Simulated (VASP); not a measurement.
Set up this calculation in VASP 6.6.1, as the native input.

```
Task                   : dielectric tensor
Functional             : PBE
Potentials or basis    : VASP PAW PBE potentials, release 64 (Be, S)
Cutoff                 : 520 eV
k mesh                 : 8 × 8 × 8
Occupations            : gaussian, width 0.01 eV
Spin                   : no spin polarisation
Dipole correction      : no
Further INCAR settings : ALGO = Normal; EDIFF = 1e-08
```

The structure of BeS lies in POSCAR:

```
BeS
1.0
    0.0000000000      2.4343066148      2.4343066148
    2.4343066148      0.0000000000      2.4343066148
    2.4343066148      2.4343066148      0.0000000000
Be S
1 1
Direct
    0.0000000000      0.0000000000      0.0000000000
    0.2500000000      0.2500000000      0.2500000000
```

One way to write it, as run:

INCAR

```
SYSTEM = BeS
PREC     = Accurate       ! precision mode
ENCUT    = 520            ! plane-wave cutoff, eV
EDIFF    = 1E-8           ! SCF threshold, eV
ISMEAR   = 0              ! smearing method
SIGMA    = 0.01           ! smearing width, eV
LREAL    = .FALSE.        ! projectors in reciprocal space
LASPH    = .TRUE.         ! aspherical terms in the spheres
NELM     = 100            ! most SCF steps
ALGO     = Normal         ! electronic algorithm
ISIF     = 2              ! what is computed and relaxed
LWAVE    = .FALSE.        ! write WAVECAR
LCHARG   = .FALSE.        ! write CHGCAR
GGA      = PE             ! functional
LEPSILON = .TRUE.         ! dielectric tensor by DFPT
```

KPOINTS

```
Automatic mesh
0
G
  8 8 8
  0 0 0
```

Potentials or basis: VASP PAW PBE potentials, release 64 (Be, S).

The run is started by

```sh
$ cat potpaw_PBE.64/Be/POTCAR potpaw_PBE.64/S/POTCAR > POTCAR
$ mpirun -np 1 vasp_std > vasp.out
```

Results of the run:

| Item | Value |
| --- | --- |
| Band gap on the k mesh | 3.14 eV, indirect (least direct gap 5.67 eV) |
| Electronic dielectric tensor (diagonal) | 5.29 |
| Born charges (mean of the diagonal) | Be +1.63; S -1.63 e |

It took 3.5 min on 1 thread of Intel Xeon 8259CL, with other jobs on the host, peak memory 0.2 GiB.
